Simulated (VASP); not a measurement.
Wanted: the native input for a VASP 6.6.1 run.

| Property | Result |
| --- | --- |
| Task | relaxation of cell and atoms |
| Functional | LDA |
| Potentials or basis | VASP PAW LDA potentials, release 64 (Cs_sv, Pb_d, Cl) |
| Cutoff | 600 eV |
| k mesh | 4 × 4 × 4 |
| Occupations | fermi-dirac, width 0.02 eV |
| Spin | no spin polarisation |
| Dipole correction | no |
| Further INCAR settings | ALGO = Normal; EDIFF = 1e-06; IBRION = 2; EDIFFG = -0.005; NSW = 80; ISIF = 3 |

The structure of CsPbCl3 lies in POSCAR:

```
CsPbCl3
1.0
    4.0593838623      2.3436863656      3.3140719845
   -4.0593838623      2.3436863656      3.3140719845
    0.0000000000     -4.6873727313      3.3140719845
Cs Pb Cl
1 1 3
Direct
    0.5000000000      0.5000000000      0.5000000000
    0.0000000000      0.0000000000      0.0000000000
    0.5000000000      0.0000606899      0.9999393101
    0.0000606899      0.9999393101      0.5000000000
    0.9999393101      0.5000000000      0.0000606899
```

These files were run (other wordings do the same):

INCAR

```
SYSTEM = CsPbCl3
PREC = Accurate
ENCUT = 600
EDIFF = 1E-6
ISMEAR = -1
SIGMA = 0.02
LREAL = .False.
LASPH = .True.
NELM = 80
ALGO = Normal
ISIF = 3
LWAVE = .False.
LCHARG = .False.
IBRION = 2
NSW = 80
EDIFFG = -0.005
```

KPOINTS

```
Automatic mesh
0
Gamma
  4 4 4
  0 0 0
```

Potentials or basis: VASP PAW LDA potentials, release 64 (Cs_sv, Pb_d, Cl).

Run with:

```console
$ cat potpaw_LDA.64/Cs_sv/POTCAR potpaw_LDA.64/Pb_d/POTCAR potpaw_LDA.64/Cl/POTCAR > POTCAR
$ mpirun -np 1 vasp_std > vasp.out
```

It gave:

```yaml
Relaxed_volume: 33.86 Å³/atom
Relaxed_cell: a = 5.532 Å, b = 5.532 Å, c = 5.532 Å, α = 90.00°, β = 90.00°, γ = 90.00°
Space_group_after_relaxing_to_0.1_Å: Pm-3m (No. 221)
Energy_gained_by_relaxing: 34.7 meV/atom
Ionic_steps: 5
Pressure_after_relaxing: 0.0 GPa
Band_gap_on_the_k_mesh: 1.52 eV
```

Caveat: spin-orbit coupling is left out, which moves the levels of the heavy elements.

Wall time 3.2 min on 1 thread of Oxide Virtual Turin-like Processor, on a shared host, peak memory 0.28 GiB.
